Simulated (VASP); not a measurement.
Input of a VASP 6.6.1 run:

POSCAR

```
FeCo3
1.0
    3.5370927971      0.0000000000      0.0000000000
    0.0000000000      3.5370927971      0.0000000000
    0.0000000000      0.0000000000      3.5370927971
Fe Co
1 3
Direct
    0.0000000000      0.0000000000      0.0000000000
    0.5000000000      0.5000000000      0.0000000000
    0.5000000000      0.0000000000      0.5000000000
    0.0000000000      0.5000000000      0.5000000000
```

The input INCAR.step1:

```
SYSTEM = FeCo3
  PREC = Accurate
  ENCUT = 520
  ISMEAR = 0
  SIGMA = 0.15
  LREAL = .False.
  LASPH = .True.
  NELM = 150
  ISPIN = 2
  MAGMOM = 3.21 2.09 2.09 2.09
  LMAXMIX = 4
  NBANDS = 30
  GGA = PE
  ALGO = Normal
  EDIFF = 1E-4
  LWAVE = .True.
  LCHARG = .False.
```

File INCAR.step2:

```
SYSTEM = FeCo3
  PREC = Accurate
  ENCUT = 520
  EDIFF = 1E-6
  ISMEAR = 0
  SIGMA = 0.15
  LREAL = .False.
  LASPH = .True.
  NELM = 150
  ALGO = Normal
  ISIF = 2
  LWAVE = .False.
  LCHARG = .False.
  ISPIN = 2
  MAGMOM = 3.21 2.09 2.09 2.09
  LORBIT = 11
  LMAXMIX = 4
  METAGGA = R2SCAN
  LMIXTAU = .True.
  NBANDS = 30
  ISTART = 1
```

Contents of KPOINTS:

```
Automatic mesh
0
Gamma
  10 10 10
  0 0 0
```

Potentials or basis: VASP PAW PBE potentials, release 64 (Fe, Co).

Run with:

```sh
$ cat potpaw_PBE.64/Fe/POTCAR potpaw_PBE.64/Co/POTCAR > POTCAR
$ cp INCAR.step1 INCAR
$ mpirun -np 1 vasp_std > vasp.out
$ cp INCAR.step2 INCAR
$ mpirun -np 1 vasp_std > vasp.out
```

What does it give for the site moments?

Fe +2.87; Co +1.82 μB.

What does it give for the pressure?

-0.2 GPa.

What does it give for the net moment?

8.12 μB per cell.

Caveat: the PAW data sets were made with another functional, which shifts forces and pressure a little.
